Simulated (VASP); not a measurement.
# Bi (P2/m) in VASP: notebook

Runs on Bi. Level: LDA. Tasks: single point.

All numbers are computed with VASP 6.6.1; they aren't measurements. Logs are shortened: lines on timing, memory, paths and dates and some standing lists are left out, and cuts for length are marked.

## (1) The cell of the first run

Symmetry: P2/m, No. 10, monoclinic system. The conventional cell has a = 3.281 Å, b = 3.264 Å, c = 6.529 Å, α = 90.00°, β = 90.72°, γ = 90.00°. Within 4.3 Å of Bi (site symmetry m) lie 6 Bi at 3.26 to 3.29 Å.

## (2) Single point, LDA

Input file INCAR:

```
SYSTEM = Bi
  PREC = Accurate
  ENCUT = 520
  EDIFF = 1E-6
  ISMEAR = -1
  SIGMA = 0.05
  LREAL = .FALSE.
  LASPH = .TRUE.
  NELM = 80
  ALGO = Fast
  ISIF = 2
  LWAVE = .FALSE.
  LCHARG = .FALSE.
  GGA = CA
  NBANDS = 22
```

Input file KPOINTS:

```
regular mesh
0
G
  8 8 4
  0 0 0
```

Input file POSCAR:

```
Bi
1.0
    3.2809913467      0.0000000000      0.0000000000
    0.0000000000      3.2640382254      0.0000000000
   -0.0815136175      0.0000000000      6.5286865229
Bi
2
Direct
    0.5442472500      0.0000000000      0.7495778900
    0.4557527500      0.0000000000      0.2504221100
```

Potentials or basis: VASP PAW LDA potentials, release 64 (Bi_d).

Run with:

```
$ cat potpaw_LDA.64/Bi_d/POTCAR > POTCAR
$ mpirun -np 1 vasp_std > vasp.out
```

OUTCAR:

```text
SYSTEM = Bi
   PREC = Accurate
   ENCUT = 520
   EDIFF = 1E-6
   ISMEAR = -1
   LREAL = .FALSE.
   LASPH = .TRUE.
   NELM = 80
   ISIF = 2
   GGA = CA

 ion  position               nearest neighbor table
   1  0.544  0.000  0.750-   2 3.27   2 3.29
   2  0.456  0.000  0.250-   1 3.27   1 3.29

  LATTYP: Found a simple monoclinic cell.
 ALAT       =     3.2809913467
 B/A-ratio  =     0.9948329272
 C/A-ratio  =     1.9900068852
 COS(beta)  =    -0.0124844813

  Lattice vectors:

 A1 = (   3.2809913467,   0.0000000000,   0.0000000000)
 A2 = (   0.0000000000,   3.2640382254,   0.0000000000)
 A3 = (  -0.0815136175,   0.0000000000,   6.5286865229)

Analysis of symmetry for initial positions (statically):
=====================================================================
 Subroutine PRICEL returns:
 Original cell was already a primitive cell.

 Routine SETGRP: Setting up the symmetry group for a
 simple monoclinic supercell.

 Subroutine GETGRP returns: Found  4 space group operations
 (whereof  4 operations were pure point group operations)
 out of a pool of  4 trial point group operations.

The static configuration has the point symmetry C_2h.

Analysis of symmetry for dynamics (positions and initial velocities):
=====================================================================
 Subroutine PRICEL returns:
 Original cell was already a primitive cell.

 Routine SETGRP: Setting up the symmetry group for a
 simple monoclinic supercell.

 Subroutine GETGRP returns: Found  4 space group operations
 (whereof  4 operations were pure point group operations)
 out of a pool of  4 trial point group operations.

The dynamic configuration has the point symmetry C_2h.

 Subroutine INISYM returns: Found  4 space group operations
 (whereof  4 operations are pure point group operations),
 and found     1 'primitive' translations

----------------------------------------------------------------------------------------

                                     Primitive cell

  volume of cell :      69.9175

  direct lattice vectors                    reciprocal lattice vectors
     3.280991347  0.000000000  0.000000000     0.304785930  0.000000000  0.003805391
     0.000000000  3.264038225  0.000000000     0.000000000  0.306368961  0.000000000
    -0.081513617  0.000000000  6.528686523     0.000000000  0.000000000  0.153170166

  length of vectors
     3.280991347  3.264038225  6.529195370     0.304809685  0.306368961  0.153170166

  position of ions in fractional coordinates (direct lattice)
     0.544247250  0.000000000  0.749577890
     0.455752750  0.000000000  0.250422110

  ion indices of the primitive-cell ions
   primitive index   ion index
                 1           1
                 2           2

----------------------------------------------------------------------------------------

 KPOINTS: regular mesh

Automatic generation of k-mesh.
 Grid dimensions read from file:
 generate k-points for:    8    8    4

 Generating k-lattice:

  Cartesian coordinates                     Fractional coordinates (reciprocal lattice)
     0.038098241  0.000000000  0.000475674     0.125000000  0.000000000 -0.000000000
     0.000000000  0.038296120  0.000000000     0.000000000  0.125000000  0.000000000
     0.000000000  0.000000000  0.038292542     0.000000000  0.000000000  0.250000000

  Length of vectors
     0.038101211  0.038296120  0.038292542

  Shift w.r.t. Gamma in fractional coordinates (k-lattice)
     0.000000000  0.000000000  0.000000000

 Subroutine IBZKPT returns following result:
 ===========================================

 Found     90 irreducible k-points:

 Following reciprocal coordinates:
            Coordinates               Weight
  0.000000  0.000000  0.000000      1.000000
  0.125000  0.000000 -0.000000      2.000000
  0.250000  0.000000 -0.000000      2.000000
  0.375000  0.000000 -0.000000      2.000000
  0.500000  0.000000 -0.000000      1.000000
  0.000000  0.125000  0.000000      2.000000
[... 16 lines left out ...]
  0.250000  0.500000 -0.000000      2.000000
  0.375000  0.500000 -0.000000      2.000000
 [... further k-points ...]
   k-points           NKPTS =     90   k-points in BZ     NKDIM =     90   number of bands    NBANDS=     22
   number of dos      NEDOS =    301   number of ions     NIONS =      2
   total plane-waves  NPLWV =  28800
   dimension x,y,z NGX =    24 NGY =   24 NGZ =   50
   dimension x,y,z NGXF=    48 NGYF=   48 NGZF=  100
   ions per type =               2
   NGX,Y,Z   is equivalent  to a cutoff of  12.16, 12.22, 12.73 a.u.
   NGXF,Y,Z  is equivalent  to a cutoff of  24.32, 24.45, 25.46 a.u.
 SYSTEM =  Bi
   PREC   = accura    normal or accurate (medium, high low for compatibility)
   ISTART =      0    job   : 0-new  1-cont  2-samecut
   ICHARG =      2    charge: 1-file 2-atom 10-const
   ISPIN  =      1    spin polarized calculation?
   LNONCOLLINEAR =      F non collinear calculations
[... 32 lines left out ...]
   IVDW    =     0    specifies the selected vdW correction
   LEPSILON=     F    determine dielectric tensor
   LRPA    =     F    only Hartree local field effects (RPA)
 non-spin polarized calculation
 RMM-DIIS sequential band-by-band and
  energy-cutoff  :      520.00
  volume of cell :       69.92
 maximum number of plane-waves:      1912
   NGX = 13   NGY = 13   NGZ = 25

 number of electron      29.9999991 magnetization

 Free energy of the ion-electron system (eV)
  ---------------------------------------------------
  ext. energy  EPLUGINS =         0.00000000
  ---------------------------------------------------
  free energy    TOTEN  =        -9.00763657 eV

  energy without entropy =       -8.99312050  energy(sigma->0) =       -9.00037853

 E-fermi :   6.0825     XC(G=0):  -9.8658

 val. band max:        6.0752905033   @ k =  -0.3750   0.2500   0.2500
 cond. band min:       6.0863611716   @ k =   0.1250   0.2500   0.2500
 fundamental gap:      0.0110706683
 Fermi energy:         6.0825125073

 k-point     1 :       0.0000    0.0000    0.0000
  band No.  band energies     occupation
      1     -16.7455      2.00000
      2     -16.7370      2.00000
      3     -16.7309      2.00000
      4     -16.5130      2.00000
      5     -16.5128      2.00000
      6     -16.4948      2.00000
[... 14 lines left out ...]
     21      14.1343      0.00000
     22      15.8457      0.00000

 k-point     2 :       0.1250    0.0000   -0.0000
  band No.  band energies     occupation
      1     -16.7423      2.00000
      2     -16.7049      2.00000
      3     -16.7016      2.00000
      4     -16.5274      2.00000
      5     -16.5118      2.00000
      6     -16.4805      2.00000
[... 14 lines left out ...]
     21      14.1613      0.00000
     22      15.8844      0.00000

 k-point     3 :       0.2500    0.0000   -0.0000
  band No.  band energies     occupation
      1     -16.7376      2.00000
      2     -16.6546      2.00000
      3     -16.6135      2.00000
      4     -16.5628      2.00000
      5     -16.5089      2.00000
      6     -16.4833      2.00000
[... 14 lines left out ...]
     21      14.6181      0.00000
     22      16.8618      0.00000

 k-point     4 :       0.3750    0.0000   -0.0000
  band No.  band energies     occupation
      1     -16.7330      2.00000
      2     -16.6219      2.00000
      3     -16.5978      2.00000
      4     -16.5255      2.00000
      5     -16.5097      2.00000
      6     -16.5060      2.00000
[... 14 lines left out ...]
     21      15.3932      0.00000
     22      17.4405      0.00000

 k-point     5 :       0.5000    0.0000   -0.0000
  band No.  band energies     occupation
      1     -16.7311      2.00000
      2     -16.6130      2.00000
      3     -16.6114      2.00000
      4     -16.5210      2.00000
      5     -16.5110      2.00000
      6     -16.5050      2.00000
[... 417 lines left out ...]
 k-point    22 :       0.1250    0.5000   -0.0000
  band No.  band energies     occupation
      1     -16.6980      2.00000
      2     -16.6142      2.00000
      3     -16.5665      2.00000
      4     -16.5299      2.00000
      5     -16.5220      2.00000
      6     -16.5182      2.00000
[... 14 lines left out ...]
     21      16.0813      0.00000
     22      16.3302      0.00000

 k-point    23 :       0.2500    0.5000   -0.0000
  band No.  band energies     occupation
      1     -16.6473      2.00000
      2     -16.6097      2.00000
      3     -16.5650      2.00000
      4     -16.5555      2.00000
      5     -16.5523      2.00000
      6     -16.5132      2.00000
[... 14 lines left out ...]
     21      13.9391      0.00000
     22      14.1755      0.00000

 k-point    24 :       0.3750    0.5000   -0.0000
  band No.  band energies     occupation
      1     -16.6136      2.00000
      2     -16.6053      2.00000
      3     -16.5996      2.00000
      4     -16.5885      2.00000
      5     -16.5858      2.00000
      6     -16.5105      2.00000
[... 14 lines left out ...]
     21      12.2019      0.00000
     22      13.2898      0.00000

 [... further k-points ...]

------------------------ aborting loop because EDIFF is reached ----------------------------------------

  FORCE on cell =-STRESS in cart. coord.  units (eV):
  Direction    XX          YY          ZZ          XY          YZ          ZX
  --------------------------------------------------------------------------------------
  -------------------------------------------------------------------------------------
  Total       -1.5608156     -1.2775029     -1.6455234      0.0000000      0.0000000     -0.0245323
  in kB      -35.7664669    -29.2742886    -37.7075673      0.0000000      0.0000000     -0.5621635
  external PRESSURE =     -34.2494409 kB  Pullay stress =       0.0000000 kB

 VOLUME and BASIS-vectors are now :
 -----------------------------------------------------------------------------
  energy-cutoff  :      520.00
  volume of cell :       69.92
      direct lattice vectors                 reciprocal lattice vectors
     3.280991347  0.000000000  0.000000000     0.304785930  0.000000000  0.003805391
     0.000000000  3.264038225  0.000000000     0.000000000  0.306368961  0.000000000
    -0.081513617  0.000000000  6.528686523     0.000000000  0.000000000  0.153170166

 POSITION                                       TOTAL-FORCE (eV/Angst)
 -----------------------------------------------------------------------------------
      1.72457      0.00000      4.89376        -0.019910      0.000000     -0.019153
      1.47491      0.00000      1.63493         0.019910     -0.000000      0.019153
 -----------------------------------------------------------------------------------
    total drift:                                0.000000     -0.000000      0.000000

  FREE ENERGIE OF THE ION-ELECTRON SYSTEM (eV)
  ---------------------------------------------------
  free  energy   TOTEN  =        -9.0076365698 eV

  energy  without entropy=       -8.9931204976  energy(sigma->0) =       -9.00037853
```

Wall time 45 s (1 thread of Intel Xeon Platinum 8559C (Emerald Rapids), shared host); peak memory 0.21 GiB.

What came out:

| Item | Value |
| --- | --- |
| Free energy | -9.0076 eV |
| Pressure | -3.4 GPa |
| Largest force | 0.028 eV/Å |
| Band gap on the k mesh | zero (band 15 reaches 9.84 eV, above the bottom of band 16 at 3.82 eV) |

Forces in eV/Å, atoms in the order of the input:
```
Bi  -0.020  0.000 -0.019
Bi   0.020  0.000  0.019
```

Caveat: spin-orbit coupling is left out, which moves the levels of the heavy elements.

## (3) Single point, LDA

This run uses another cell than the first one, of 35.63 Å³/atom, 1.019 times its volume.

Input file INCAR:

```
PREC     = Accurate       # precision mode
ENCUT    = 520            # plane-wave cutoff, eV
EDIFF    = 1E-7           # SCF threshold, eV
ISMEAR   = -1             # smearing method
SIGMA    = 0.05           # smearing width, eV
LREAL    = False          # projectors in reciprocal space
LASPH    = True           # aspherical terms in the spheres
NELM     = 100            # most SCF steps
ALGO     = Fast           # electronic algorithm
ISIF     = 2              # what is computed and relaxed
LWAVE    = False          # write WAVECAR
LCHARG   = False          # write CHGCAR
GGA      = CA             # functional
NBANDS   = 22             # bands
```

Input file KPOINTS:

```
Automatic mesh
0
Gamma
  8 8 4
```

Input file POSCAR:

```
Bi
1.0
    3.3018899442      0.0000000000      0.0000000000
    0.0000000000      3.2848288383      0.0000000000
   -0.0820328266      0.0000000000      6.5702716347
Bi
2
Direct
    0.5442472500      0.0000000000      0.7495778900
    0.4557527500      0.0000000000      0.2504221100
```

Potentials or basis: VASP PAW LDA potentials, release 64 (Bi_d).

Run with:

```
$ cat potpaw_LDA.64/Bi_d/POTCAR > POTCAR
$ mpirun -np 1 vasp_std > vasp.out
```

It took 64 s on 1 thread of Intel Xeon Platinum 8559C (Emerald Rapids), shared host; peak memory 0.22 GiB.

The run converged. Its results:

```yaml
Free_energy: -8.9763 eV
Pressure: -4.2 GPa
Largest_force: 0.033 eV/Å
Band_gap_on_the_k_mesh: zero (band 15 reaches 9.56 eV, above the bottom of band 16 at 3.66 eV)
```

Forces in eV/Å, atoms in the order of the input:
```
Bi  -0.025  0.000 -0.021
Bi   0.025  0.000  0.021
```

Stress tensor (GPa, compression positive):
```
-4.32  0.00 -0.04
 0.00 -3.71  0.00
-0.04  0.00 -4.50
```

Levels at points of the mesh, in eV from the Fermi level:
```csv
k point,band 11,band 12,band 13,band 14,band 15,band 16,band 17,band 18,band 19,band 20
"(0.00, 0.00, 0.00)",-12.84,-11.08,-4.67,3.06,3.10,3.12,4.53,4.88,6.27,7.87
"(0.50, 0.00, 0.00)",-11.09,-9.42,-4.64,-2.97,-2.84,2.54,4.87,5.19,6.61,9.72
"(0.00, 0.50, 0.00)",-11.06,-9.33,-4.68,-2.91,-2.89,2.92,4.83,4.87,6.35,9.66
"(0.50, 0.50, 0.00)",-9.34,-7.64,-2.92,-2.85,-1.32,-1.29,-1.16,2.95,4.92,5.37
"(0.00, 0.00, 0.50)",-12.15,-12.12,-1.68,-1.65,3.69,3.77,3.87,3.88,7.43,7.50
"(0.50, 0.00, 0.50)",-10.44,-10.40,-3.99,-3.97,0.16,0.25,5.45,5.49,5.61,5.65
"(0.00, 0.50, 0.50)",-10.39,-10.36,-3.96,-3.95,0.18,0.22,5.48,5.50,5.50,5.57
"(0.50, 0.50, 0.50)",-8.69,-8.65,-2.25,-2.23,-2.22,-2.21,1.95,2.05,3.62,3.64
```

Caveat: spin-orbit coupling is left out, which moves the levels of the heavy elements.

## (4) Single point, LDA

This run uses another cell than the first one, of 31.60 Å³/atom, 0.904 times its volume.

Input file INCAR:

```
SYSTEM = Bi
  PREC = Accurate
  ENCUT = 520
  EDIFF = 1E-6
  ISMEAR = -1
  SIGMA = 0.05
  LREAL = .FALSE.
  LASPH = .TRUE.
  NELM = 60
  ALGO = Normal
  ISIF = 2
  LWAVE = .FALSE.
  LCHARG = .FALSE.
  NBANDS = 22
```

Input file KPOINTS:

```
regular mesh
0
G
  8 8 4
  0 0 0
```

Input file POSCAR:

```
Bi
1.0
    3.1722683854      0.0000000000      0.0000000000
    0.0000000000      3.1558770435      0.0000000000
   -0.0788124821      0.0000000000      6.3123439430
Bi
2
Direct
    0.5442472500      0.0000000000      0.7495778900
    0.4557527500      0.0000000000      0.2504221100
```

Run with:

```
$ cat potpaw_LDA.64/Bi_d/POTCAR > POTCAR
$ mpirun -np 1 vasp_std > vasp.out
```

Wall time 28 s (1 thread of Intel Xeon Platinum 8559C (Emerald Rapids), shared host); peak memory 0.2 GiB.

It converged, with:

```yaml
Free_energy: -9.0472 eV
Pressure: 1.9 GPa
Largest_force: 0.011 eV/Å
Band_gap_on_the_k_mesh: zero (band 15 reaches 11.42 eV, above the bottom of band 16 at 4.74 eV)
```

Forces in eV/Å, atoms in the order of the input:
```
Bi   0.009  0.000 -0.005
Bi  -0.009  0.000  0.005
```

Stress tensor (GPa, compression positive):
```
 1.73  0.00 -0.17
 0.00  2.61  0.00
-0.17  0.00  1.46
```

Levels at points of the mesh, in eV from the Fermi level:
```
           k point  band 13  band 14  band 15  band 16  band 17  band 18
(0.00, 0.00, 0.00)    -5.44     3.35     3.40     3.42     5.11     5.56
(0.50, 0.00, 0.00)    -5.39    -3.47    -3.32     2.30     5.54     5.79
(0.00, 0.50, 0.00)    -5.45    -3.40    -3.38     2.62     5.51     5.55
(0.50, 0.50, 0.00)    -3.41    -3.33    -1.54    -1.50    -1.36     2.66
(0.00, 0.00, 0.50)    -1.95    -1.92     4.10     4.20     4.31     4.33
(0.50, 0.00, 0.50)    -4.66    -4.63     0.21     0.31     5.40     5.46
(0.00, 0.50, 0.50)    -4.62    -4.60     0.24     0.28     5.45     5.46
(0.50, 0.50, 0.50)    -2.63    -2.61    -2.60    -2.59     2.37     2.48
```

Caveat: spin-orbit coupling is left out, which moves the levels of the heavy elements.

## (5) Single point, LDA

This run uses another cell than the first one, of 32.27 Å³/atom, 0.923 times its volume.

Input file INCAR:

```
SYSTEM = Bi
PREC     = Accurate       ! precision mode
ENCUT    = 520            ! plane-wave cutoff, eV
EDIFF    = 1E-6           ! SCF threshold, eV
ISMEAR   = -1             ! smearing method
SIGMA    = 0.05           ! smearing width, eV
LREAL    = .False.        ! projectors in reciprocal space
LASPH    = .True.         ! aspherical terms in the spheres
NELM     = 100            ! most SCF steps
ALGO     = Normal         ! electronic algorithm
ISIF     = 2              ! what is computed and relaxed
LWAVE    = .False.        ! write WAVECAR
LCHARG   = .False.        ! write CHGCAR
GGA      = CA             ! functional
NBANDS   = 22             ! bands
```

Input file KPOINTS:

```
regular mesh
0
Gamma
  8 8 4
  0 0 0
```

Input file POSCAR:

```
Bi
1.0
    3.1946090396      0.0000000000      0.0000000000
    0.0000000000      3.1781022620      0.0000000000
   -0.0793675179      0.0000000000      6.3567985340
Bi
2
Direct
    0.5442472500      0.0000000000      0.7495778900
    0.4557527500      0.0000000000      0.2504221100
```

Run with:

```
$ cat potpaw_LDA.64/Bi_d/POTCAR > POTCAR
$ mpirun -np 1 vasp_std > vasp.out
```

Wall time 28 s (1 thread of Intel Xeon Platinum 8559C (Emerald Rapids), shared host); peak memory 0.21 GiB.

It converged, with:

| Property | Result |
| --- | --- |
| Free energy | -9.0582 eV |
| Pressure | 0.6 GPa |
| Largest force | 0.009 eV/Å |
| Band gap on the k mesh | zero (band 15 reaches 11.08 eV, above the bottom of band 16 at 4.54 eV) |

Forces in eV/Å, atoms in the order of the input:
```
Bi   0.002  0.000 -0.009
Bi  -0.002  0.000  0.009
```

Stress tensor (GPa, compression positive):
```
 0.42  0.00 -0.14
 0.00  1.25  0.00
-0.14  0.00  0.16
```

Levels at points of the mesh, in eV from the Fermi level:
| k point | band 11 | band 12 | band 13 | band 14 | band 15 | band 16 | band 17 | band 18 | band 19 | band 20 |
| --- | --- | --- | --- | --- | --- | --- | --- | --- | --- | --- |
| (0.00, 0.00, 0.00) | -13.51 | -11.40 | -5.30 | 3.30 | 3.35 | 3.37 | 5.01 | 5.44 | 6.82 | 8.16 |
| (0.50, 0.00, 0.00) | -11.42 | -9.40 | -5.25 | -3.37 | -3.23 | 2.35 | 5.42 | 5.68 | 7.54 | 9.94 |
| (0.00, 0.50, 0.00) | -11.38 | -9.29 | -5.31 | -3.31 | -3.29 | 2.68 | 5.39 | 5.43 | 7.22 | 9.87 |
| (0.50, 0.50, 0.00) | -9.31 | -7.23 | -3.32 | -3.24 | -1.50 | -1.46 | -1.32 | 2.71 | 5.05 | 5.35 |
| (0.00, 0.00, 0.50) | -12.71 | -12.68 | -1.90 | -1.87 | 4.03 | 4.12 | 4.23 | 4.25 | 7.90 | 7.97 |
| (0.50, 0.00, 0.50) | -10.66 | -10.62 | -4.53 | -4.51 | 0.20 | 0.30 | 5.41 | 5.46 | 6.31 | 6.35 |
| (0.00, 0.50, 0.50) | -10.60 | -10.58 | -4.50 | -4.48 | 0.23 | 0.27 | 5.46 | 5.47 | 6.16 | 6.26 |
| (0.50, 0.50, 0.50) | -8.55 | -8.50 | -2.56 | -2.54 | -2.53 | -2.52 | 2.29 | 2.40 | 3.41 | 3.44 |

Caveat: spin-orbit coupling is left out, which moves the levels of the heavy elements.

## (6) The runs side by side

| cell | gap on the mesh (eV) | pressure (GPa) | largest force (eV/Å) |
| --- | --- | --- | --- |
| a = 3.281, b = 3.264, c = 6.529 Å, angles 90.0, 90.7, 90.0°, 2 atoms | none | -3.4 | 0.03 |
| a = 3.302, b = 3.285, c = 6.571 Å, angles 90.0, 90.7, 90.0°, 2 atoms | none | -4.2 | 0.03 |
| a = 3.172, b = 3.156, c = 6.313 Å, angles 90.0, 90.7, 90.0°, 2 atoms | none | 1.9 | 0.01 |
| a = 3.195, b = 3.178, c = 6.357 Å, angles 90.0, 90.7, 90.0°, 2 atoms | none | 0.6 | 0.01 |

Alike in all rows: task single point; level LDA; potentials or basis VASP PAW LDA potentials, release 64 (Bi_d); no spin polarisation; k mesh 8 × 8 × 4; cutoff (eV) 520; smearing fermi-dirac 0.05 eV.

Caveats: spin-orbit coupling is left out, which moves the levels of the heavy elements.

Absolute energies hang on the potentials; compare differences alone.
